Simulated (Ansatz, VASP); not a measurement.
Two plane-wave programs on ZrB

File INCAR:

```
SYSTEM = ZrB
ALGO = Normal
EDIFF = 1E-6
ENCUT = 520
GGA = CA
ISIF = 2
ISMEAR = 0
LASPH = .True.
LCHARG = .True.
LELF = .True.
LREAL = .False.
LVHAR = .True.
LWAVE = .False.
NBANDS = 14
NELM = 60
PREC = Accurate
SIGMA = 0.15
```

The input KPOINTS:

```
k-points
0
Gamma
  18 18 18
  0 0 0
```

The input POSCAR:

```
ZrB
1.0
    0.0000000000      2.3827466348      2.3827466348
    2.3827466348      0.0000000000      2.3827466348
    2.3827466348      2.3827466348      0.0000000000
Zr B
1 1
Direct
    0.0000000000      0.0000000000      0.0000000000
    0.5000000000      0.5000000000      0.5000000000
```

Input for Ansatz:

```yaml
crystal:
  lattice:
    - [0.0, 2.3827466348, 2.3827466348]
    - [2.3827466348, 0.0, 2.3827466348]
    - [2.3827466348, 2.3827466348, 0.0]
  atoms:
    - { symbol: Zr, position: [0.0, 0.0, 0.0] }
    - { symbol: B, position: [0.5, 0.5, 0.5] }
basis:
  ecutwfc: 520.0
kpoints:
  mp_grid: { grid: [18, 18, 18] }
hamiltonian:
  xc: lda
scf:
  occupations: { method: gaussian, width: 0.15 }
output:
  forces: true
  stress: true
  eigenvalues: true
```

Alike in both runs: task single point; functional LDA; k mesh 18 × 18 × 18; occupations gaussian, width 0.15 eV; no spin polarisation.

```csv
,VASP,Ansatz
version,VASP 6.6.1,Ansatz 0.2.0
potentials or method,"VASP PAW LDA potentials, release 64 (Zr_sv, B), cutoff 520 eV","scalar-relativistic, plane waves, PAW"
valence electrons in the cell,15,15
```

VASP gave:

- gap on the k mesh at the Fermi level (eV): none
- pressure (GPa): 8.2

Problem. What did Ansatz give for the same quantities?

Solution. gap on the k mesh at the Fermi level (eV): none; pressure (GPa): 7.9.

LDA's correlation is that of Perdew and Zunger in VASP and of Perdew and Wang (1992) in Ansatz. A gap of «none» marks a metal or a gap that the smearing closes.
